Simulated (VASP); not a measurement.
A run of VASP 6.6.1:

POSCAR

```
NaH
1.0
    0.0000000000      2.3975116394      2.3975116394
    2.3975116394      0.0000000000      2.3975116394
    2.3975116394      2.3975116394      0.0000000000
Na H
1 1
Direct
    0.0000000000      0.0000000000      0.0000000000
    0.5000000000      0.5000000000      0.5000000000
```

File INCAR.step1:

```
ALGO = Normal
EDIFF = 1E-8
ENCUT = 500
GGA = PE
ISMEAR = 0
LASPH = T
LCHARG = F
LREAL = F
LWAVE = T
NELM = 80
PREC = Accurate
SIGMA = 0.01
```

The input INCAR.step2:

```
ALGO = Exact
EDIFF = 1E-8
ENCUT = 500
GGA = PE
ISMEAR = 0
ISTART = 1
LASPH = T
LCHARG = F
LOPTICS = T
LREAL = F
LWAVE = T
NBANDS = 108
NELM = 1
PREC = Accurate
SIGMA = 0.01
```

INCAR.step3

```
ALGO = EVGW0
EDIFF = 1E-8
ENCUT = 500
ENCUTGW = 140.0
GGA = PE
ISMEAR = 0
ISTART = 1
LASPH = T
LCHARG = F
LREAL = F
LWAVE = F
NBANDS = 108
NBANDSGW = 13
NELMGW = 1
NOMEGA = 96
OMEGAMAX = 30
PREC = Accurate
PRECFOCK = Fast
SIGMA = 0.01
```

Contents of KPOINTS:

```
k-points
0
Gamma
  4 4 4
```

Potentials or basis: VASP PAW PBE potentials, release 64 (Na_sv_GW, H_GW).

Command:

```console
$ cat potpaw_PBE.64/Na_sv_GW/POTCAR potpaw_PBE.64/H_GW/POTCAR > POTCAR
$ cp INCAR.step1 INCAR
$ mpirun -np 1 vasp_std > vasp.out
$ cp INCAR.step2 INCAR
$ mpirun -np 1 vasp_std > vasp.out
$ cp INCAR.step3 INCAR
$ mpirun -np 1 vasp_std > vasp.out
```

Hardware: 1 thread of Intel(R) Xeon(R) 6975P-C (Granite Rapids), with other jobs on the host.

How long does it take, and how much memory?

Run time: 63 s on 1 thread of Intel(R) Xeon(R) 6975P-C (Granite Rapids) (shared host), peak memory 0.26 GiB. Counts: k points 8.
